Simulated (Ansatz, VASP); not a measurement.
**One calculation of CdTe, two programs**

File INCAR:

```
PREC = Accurate
ENCUT = 500
EDIFF = 1E-7
ISMEAR = 0
SIGMA = 0.01
LREAL = False
LASPH = True
NELM = 120
ALGO = Normal
ISIF = 3
LWAVE = False
LCHARG = False
GGA = PE
IVDW = 12
IBRION = 2
NSW = 80
EDIFFG = -0.03
GGA_COMPAT = False
NELMIN = 4
```

File KPOINTS:

```
Automatic mesh
0
Gamma
  5 5 5
```

The input POSCAR:

```
CdTe
1.0
    4.5325540000      0.0000000000      0.0000000000
    2.2662770000      3.9253069080      0.0000000000
    2.2662770000      1.3084356360      3.7008148439
Cd Te
1 1
Direct
    0.0000000000      0.0000000000      0.0000000000
    0.2500000000      0.2500000000      0.2500000000
```

Input for Ansatz:

```yaml
crystal:
  lattice:
    a: 4.532554
    b: 4.532554
    c: 4.532554
    alpha: 60.0
    beta: 60.0
    gamma: 60.0
  atoms:
    - { symbol: Cd, position: [0.0, 0.0, 0.0] }
    - { symbol: Te, position: [0.25, 0.25, 0.25] }
kpoints:
  mp_grid:
    grid: [5, 5, 5]
hamiltonian:
  xc: pbe
  dispersion: d3bj
scf:
  occupations:
    method: fixed
relax:
  f_tol: 0.03
  cell: {}
```

Alike in both runs: task relaxation of cell and atoms; functional PBE; dispersion D3(BJ); k mesh 5 × 5 × 5; no spin polarisation.

```csv
,VASP,Ansatz
version,VASP 6.6.1,Ansatz 0.2.0
potentials or method,"VASP PAW PBE potentials, release 64 (Cd, Te)","plane waves, PAW"
plane-wave cutoff (eV),500,420
occupations,"gaussian, width 0.01 eV",fixed
valence electrons in the cell,18,36
```

Ansatz gave:

* relaxed volume (Å³/atom): 34.64
* relaxed cell length with the largest relative difference (Å): 4.610

Question: Estimate VASP's values.

Answer: Relaxed volume (Å³/atom): 34.73; relaxed cell length with the largest relative difference (Å): 4.614.

VASP's potentials hold 18 valence electrons a cell and Ansatz's 36, so a difference there can come from the potentials and not from the codes.

Neither program's run includes spin-orbit coupling.
